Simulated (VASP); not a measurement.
**Ni: single point with PBEsol**

Crystal: Ni.

```xyz
1
Lattice="0.0000 1.6265 1.9094 1.6265 0.0000 1.9094 1.6265 1.6265 0.0000" Properties=species:S:1:pos:R:3 pbc="T T T"
Ni    0.0000    0.0000    0.0000
```

This cell differs from its parent crystal: strain -0.080 along x and y, +0.080 along z.

- Program: VASP 6.6.1
- Task: single point
- Functional: PBEsol
- Potentials or basis: VASP PAW PBE potentials, release 64 (Ni)
- Cutoff: 520 eV
- k mesh: 22 × 22 × 22
- Occupations: gaussian, width 0.15 eV
- Spin: collinear spin, ferromagnetic start
- Starting moments: [0.81] μB
- Dipole correction: no
- Further INCAR settings: ALGO = Fast; EDIFF = 1e-06; NBANDS = 15

```json
{
  "Pressure": "9.2 GPa",
  "Net moment": "0.56 μB per cell",
  "Site moments": "Ni +0.56 μB",
  "Valence electrons inside the program's atomic spheres": "Ni 9.47"
}
```

Stress tensor (GPa, compression positive):
```
 19.10   0.00   0.00
  0.00  19.10   0.00
  0.00   0.00 -10.50
```

Levels at points of the mesh, in eV from the Fermi level:
Spin up:
| k point | band 3 | band 4 | band 5 | band 6 | band 7 | band 8 |
| --- | --- | --- | --- | --- | --- | --- |
| (0.00, 0.00, 0.00) | -2.05 | -2.05 | -1.95 | -0.72 | 24.89 | 27.07 |
| (0.50, 0.00, 0.00) | -1.99 | -0.64 | -0.35 | -0.32 | 6.41 | 20.02 |
| (0.50, 0.50, 0.00) | -0.35 | -0.35 | -0.34 | 0.17 | 7.16 | 18.43 |
| (0.50, 0.00, 0.50) | -0.74 | -0.56 | 0.12 | 3.91 | 11.43 | 14.42 |
Spin down:
```csv
k point,band 2,band 3,band 4,band 5,band 6,band 7,band 8,band 9
"(0.00, 0.00, 0.00)",-2.65,-1.41,-1.41,-1.41,-0.14,24.81,26.99,29.72
"(0.50, 0.00, 0.00)",-2.51,-1.43,-0.36,0.03,0.34,6.79,20.02,26.08
"(0.50, 0.50, 0.00)",-3.95,0.16,0.25,0.36,0.36,7.46,18.47,18.47
"(0.50, 0.00, 0.50)",-3.92,-0.04,0.02,0.86,3.92,11.67,14.43,14.59
```

Run time: 6.4 min on 1 thread of Intel Xeon 8259CL, with other jobs on the host, peak memory 0.29 GiB.

Caveat: the cell differs from its parent crystal (strain -0.080 along x and y, +0.080 along z); the stress differs along the axes, from -10 to 19 GPa; the PAW data sets were made with another functional, which shifts forces and pressure a little.
